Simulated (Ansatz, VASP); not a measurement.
## P: VASP beside Ansatz

INCAR

```
SYSTEM = P
ALGO = Normal
EDIFF = 1E-6
ENCUT = 520
GGA = RP
ISIF = 2
ISMEAR = -1
LASPH = .True.
LCHARG = .True.
LELF = .True.
LREAL = .False.
LVHAR = .True.
LWAVE = .False.
NBANDS = 18
NELM = 60
PREC = Accurate
SIGMA = 0.05
```

The input KPOINTS:

```
k-points
0
Gamma
  5 5 4
  0 0 0
```

The input POSCAR:

```
P
1.0
    1.6477431241     -5.4650377251      0.0000000000
    1.6477431241      5.4650377251      0.0000000000
    0.0000000000      0.0000000000      4.5436355900
P
4
Direct
    0.9041431300      0.0958568700      0.5888151700
    0.0958568700      0.9041431300      0.4111848300
    0.5958568700      0.4041431300      0.0888151700
    0.4041431300      0.5958568700      0.9111848300
```

Contents of input.yaml:

```yaml
crystal:
  lattice:
    - [1.6477431241, -5.4650377251, 0.0]
    - [1.6477431241, 5.4650377251, 0.0]
    - [0.0, 0.0, 4.54363559]
  atoms:
    - { symbol: P, position: [0.90414313, 0.09585687, 0.58881517] }
    - { symbol: P, position: [0.09585687, 0.90414313, 0.41118483] }
    - { symbol: P, position: [0.59585687, 0.40414313, 0.08881517] }
    - { symbol: P, position: [0.40414313, 0.59585687, 0.91118483] }
hamiltonian:
  xc: rpbe
  pseudopotentials: { kind: paw }
kpoints:
  mp_grid: { grid: [5, 5, 4] }
scf:
  occupations: { method: fermi_dirac, width: 0.05 }
  n_extra_bands: 10
output:
  forces: true
  stress: true
  eigenvalues: true
  dos: { projected: true, de: 0.05, nscf_kmesh: { grid: [8, 8, 6] } }
  write_density: true
  write_potential: true
  elf: true
  volumetric_format: npy
```

Alike in both runs: functional RPBE; k mesh 5 × 5 × 4; occupations fermi-dirac, width 0.05 eV; no spin polarisation.

```csv
,VASP,Ansatz
version,VASP 6.6.1,Ansatz 0.2.0
potentials or method,"VASP PAW PBE potentials, release 64 (P)",Ansatz PAW
plane-wave cutoff (eV),520,420
valence electrons in the cell,20,20
task,single point,projected density of states
```

Ansatz gave:

| Quantity | Value |
| --- | --- |
| gap on the k mesh at the Fermi level (eV) | 0.49 |
| least direct gap on the mesh (eV) | 0.49 |
| pressure (GPa) | 3.9 |
| traceless stress, the component that is largest in VASP (GPa) | 0.61 |
| rms of the force components (eV/Å) | 0.205 |

Task: Estimate VASP's values.

Result: gap on the k mesh at the Fermi level (eV): 0.51; least direct gap on the mesh (eV): 0.51; pressure (GPa): 3.4; traceless stress, the component that is largest in VASP (GPa): 0.56; rms of the force components (eV/Å): 0.164.

VASP's potentials were made for PBE, not for RPBE. Atom by atom the forces differ by 0.046 eV/Å (rms over components). The functional is the same, so the differences come from potentials, cutoffs and numerics.

Noted on Ansatz's run: odd divisions of the mesh miss points on the zone boundary, where band edges often lie, so the gap on the mesh can be too wide.
